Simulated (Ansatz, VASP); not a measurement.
One calculation of Ge2Se3, two programs

```
Ge Se
1.0
     3.81627    0.00000    0.00000
    -1.90813    3.30499    0.00000
     0.00000    0.00000    9.24656
Ge Se
2 3
Direct
  0.33333 0.66667 0.18311
  0.66667 0.33333 0.81689
  0.00000 0.00000 0.00000
  0.33333 0.66667 0.66733
  0.66667 0.33333 0.33267
```

Alike in both runs: functional PBE; k mesh 6 × 6 × 4; occupations gaussian, width 0.1 eV; no spin polarisation.

Ansatz relaxed the structure, and its values are those at the end. VASP's run is a single point on that final structure, the one shown.

```csv
,VASP,Ansatz
version,VASP 6.6.1,Ansatz 0.2.0
potentials or method,"VASP PAW PBE potentials, release 64 (Ge_d, Se), cutoff 500 eV","scalar-relativistic, plane waves, PAW"
valence electrons in the cell,46,76
```

```tsv
	VASP	Ansatz	Ansatz less VASP
gap on the k mesh at the Fermi level (eV)	none	none	-
pressure (GPa)	0.2	0.1	-0.03
rms of the force components (eV/Å)	0.017	0.011	-0.0055
```

A gap of «none» marks a metal or a gap that the smearing closes. VASP's potentials hold 46 valence electrons a cell and Ansatz's 76, so a difference there can come from the potentials and not from the codes.
